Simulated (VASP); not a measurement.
Write the native input for VASP 6.6.1 that does the following.

* Task: single point
* Functional: LDA
* Potentials or basis: VASP PAW LDA potentials, release 64 (Si)
* Cutoff: 520 eV
* k mesh: 24 × 24 × 10
* Occupations: gaussian, width 0.15 eV
* Spin: no spin polarisation
* Dipole correction: no
* Further INCAR settings: ALGO = Normal; EDIFF = 1e-06; NBANDS = 11

The structure of Si lies in POSCAR:

```
Si
1.0
    2.5989380717      0.0000000000      0.0000000000
   -1.2994690358      2.2507463929      0.0000000000
    0.0000000000      0.0000000000      4.7315827335
Si
2
Direct
    0.3333333333      0.6666666667      0.2500000000
    0.6666666667      0.3333333333      0.7500000000
```

This isn't the form of Si at room conditions, which is diamond.

This cell differs from its parent crystal: strain -0.025 along x and y, +0.050 along z.

One way to write it, as run:

INCAR

```
SYSTEM = Si
PREC = Accurate
ENCUT = 520
EDIFF = 1E-6
ISMEAR = 0
SIGMA = 0.15
LREAL = .False.
LASPH = .True.
NELM = 100
ALGO = Normal
ISIF = 2
LWAVE = .False.
LCHARG = .False.
NBANDS = 11
```

KPOINTS

```
Automatic mesh
0
Gamma
  24 24 10
  0 0 0
```

Potentials or basis: VASP PAW LDA potentials, release 64 (Si).

Command:

```bash
$ cat potpaw_LDA.64/Si/POTCAR > POTCAR
$ mpirun -np 1 vasp_std > vasp.out
```

Results of the run:

| Item | Value |
| --- | --- |
| Pressure | 0.5 GPa |
| Band gap on the k mesh | zero (bands 4 and 5 overlap by 12.35 eV) |

Caveat: the cell differs from its parent crystal (strain -0.025 along x and y, +0.050 along z).

Wall time 26 s on 1 thread of Intel(R) Xeon(R) 6975P-C (Granite Rapids) (shared host), peak memory 0.19 GiB.
